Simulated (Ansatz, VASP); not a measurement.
Two plane-wave programs on PbF2

```
CELL_PARAMETERS angstrom
0.00000 2.96044 2.96044
2.96044 0.00000 2.96044
2.96044 2.96044 0.00000
ATOMIC_POSITIONS crystal
Pb 0.00000 0.00000 0.00000
F 0.25000 0.25000 0.25000
F 0.75000 0.75000 0.75000
```

Alike in both runs: task single point; functional r2SCAN; k mesh 6 × 6 × 6; no spin polarisation.

|  | VASP | Ansatz |
| --- | --- | --- |
| version | VASP 6.6.1 | Ansatz 0.2.0 |
| potentials or method | VASP PAW PBE potentials, release 64 (Pb_d, F) | plane waves, PAW |
| plane-wave cutoff (eV) | 520 | 500 |
| occupations | gaussian, width 0.01 eV | fixed |
| valence electrons in the cell | 28 | 28 |

```tsv
	VASP	Ansatz	Ansatz less VASP
gap on the k mesh at the Fermi level (eV)	4.96	4.96	+0.001
pressure (GPa)	-0.1	0.0	+0.08
```

VASP's potentials were made for PBE, not for r2SCAN.

Neither program's run includes spin-orbit coupling.
